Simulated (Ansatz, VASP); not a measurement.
One calculation of B2P3, two programs

```
B P
1.0
     5.08670    0.00000    0.00000
    -2.54335    4.40521    0.00000
     0.00000    0.00000    3.08900
B P
2 3
Direct
  0.00000 0.00000 0.50000
  0.00000 0.00000 0.00000
  0.50000 0.00000 0.50000
  0.00000 0.50000 0.50000
  0.50000 0.50000 0.50000
```

Alike in both runs: functional PBE; k mesh 12 × 12 × 12; occupations gaussian, width 0.1 eV; no spin polarisation.

Ansatz relaxed the structure, and its values are those at the end. VASP's run is a single point on that final structure, the one shown.

```csv
,VASP,Ansatz
version,VASP 6.6.1,Ansatz 0.2.0
potentials or method,"VASP PAW PBE potentials, release 64 (B, P), cutoff 520 eV","scalar-relativistic, plane waves, PAW"
valence electrons in the cell,21,21
```

```csv
,VASP,Ansatz,Ansatz less VASP
gap on the k mesh at the Fermi level (eV),none,none,-
pressure (GPa),-0.1,0.0,+0.11
```

A gap of «none» marks a metal or a gap that the smearing closes.
